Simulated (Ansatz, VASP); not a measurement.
# One calculation of GeN, two programs

```xyz
2
Lattice="0.0000 2.5064 2.5064 2.5064 0.0000 2.5064 2.5064 2.5064 0.0000" Properties=species:S:1:pos:R:3 pbc="T T T"
Ge    0.0000    0.0000    0.0000
N     1.2532    1.2532    1.2532
```

Change from the starting cell: species swapped into the GaAs type (F-43m, No. 216).

Alike in both runs: task relaxation of cell and atoms; functional PBE; k mesh 7 × 7 × 7; occupations gaussian, width 0.2 eV; no spin polarisation.

|  | VASP | Ansatz |
| --- | --- | --- |
| version | VASP 6.6.1 | Ansatz 0.2.0 |
| potentials or method | VASP PAW PBE potentials, release 64 (Ge_d, N), cutoff 600 eV | scalar-relativistic, plane waves, PAW |
| valence electrons in the cell | 19 | 19 |

Ansatz gave:

| Property | Result |
| --- | --- |
| gap on the k mesh at the Fermi level, each at its own relaxed structure (eV) | none |
| relaxed volume (Å³/atom) | 13.93 |
| relaxed cell length with the largest relative difference (Å) | 3.403 |

Problem. Which values does VASP return?

Solution. gap on the k mesh at the Fermi level, each at its own relaxed structure (eV): none; relaxed volume (Å³/atom): 13.89; relaxed cell length with the largest relative difference (Å): 3.400.

A gap of «none» marks a metal or a gap that the smearing closes.
